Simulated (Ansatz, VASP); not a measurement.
## Two plane-wave programs on Zr

```
CELL_PARAMETERS angstrom
-1.72602 1.72602 1.72602
1.72602 -1.72602 1.72602
1.72602 1.72602 -1.72602
ATOMIC_POSITIONS crystal
Zr 0.00000 0.00000 0.00000
```

Change from the starting cell: volume scaled by 0.9, norm-conserving files.

Alike in both runs: task single point; functional PBE; k mesh 16 × 16 × 16; occupations fermi-dirac, width 0.05 eV; no spin polarisation.

|  | VASP | Ansatz |
| --- | --- | --- |
| version | VASP 6.6.1 | Ansatz 0.2.0 |
| potentials or method | VASP PAW PBE potentials, release 64 (Zr_sv) | norm-conserving pseudopotentials, scalar-relativistic |
| plane-wave cutoff (eV) | 520 | 898 |
| valence electrons in the cell | 12 | 12 |

|  | VASP | Ansatz | Ansatz less VASP |
| --- | --- | --- | --- |
| pressure (GPa) | 10.8 | 10.8 | -0.02 |
